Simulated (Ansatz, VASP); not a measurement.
## Two plane-wave programs on AlRu

File INCAR:

```
PREC = Accurate
ENCUT = 520
EDIFF = 1E-8
ISMEAR = -1
SIGMA = 0.05
LREAL = F
LASPH = T
NELM = 60
ALGO = Normal
ISIF = 2
LWAVE = F
LCHARG = F
GGA = PS
LEFG = T
NBANDS = 16
```

KPOINTS

```
Automatic mesh
0
Gamma
  12 12 12
```

File POSCAR:

```
AlRu
1.0
    2.9916000000     -0.0299160000     -0.0299160000
   -0.0299160000      2.9916000000     -0.0299160000
   -0.0299160000     -0.0299160000      2.9916000000
Al Ru
1 1
Direct
    0.0000000000      0.0000000000      0.0000000000
    0.5000000000      0.5000000000      0.5000000000
```

Input for Ansatz:

```yaml
crystal:
  lattice:
    - [2.9916, -0.029916, -0.029916]
    - [-0.029916, 2.9916, -0.029916]
    - [-0.029916, -0.029916, 2.9916]
  atoms:
    - { symbol: Al, position: [0.0, 0.0, 0.0] }
    - { symbol: Ru, position: [0.5, 0.5, 0.5] }
kpoints:
  mp_grid: { grid: [12, 12, 12] }
scf:
  occupations: { method: fermi_dirac, width: 0.05 }
hamiltonian:
  xc: pbesol
  pseudopotentials: { kind: paw }
output:
  forces: true
  stress: true
  eigenvalues: true
  efg: { contact_densities: true }
```

Change from the starting cell: equal xy, yz and zx shear strains of -2 %, PAW files.

Alike in both runs: task electric field gradients; functional PBEsol; k mesh 12 × 12 × 12; occupations fermi-dirac, width 0.05 eV; no spin polarisation.

|  | VASP | Ansatz |
| --- | --- | --- |
| version | VASP 6.6.1 | Ansatz 0.2.0 |
| potentials or method | VASP PAW PBE potentials, release 64 (Al, Ru_pv) | PAW with Ansatz's default frozen-core files, scalar-relativistic |
| plane-wave cutoff (eV) | 520 | 420 |
| valence electrons in the cell | 17 | 19 |

VASP gave:

| Item | Value |
| --- | --- |
| pressure (GPa) | -3.1 |
| traceless stress, the component that is largest in VASP (GPa) | 2.79 |
| size of Vzz on the site where it differs most (V/Å²) | 5.8 |

Question: Which values does Ansatz return?

Answer: Pressure (GPa): -3.1; traceless stress, the component that is largest in VASP (GPa): 2.78; size of Vzz on the site where it differs most (V/Å²): 5.1.

VASP's potentials were made for PBE, not for PBEsol. VASP's potentials hold 17 valence electrons a cell and Ansatz's 19, so a difference there can come from the potentials and not from the codes.
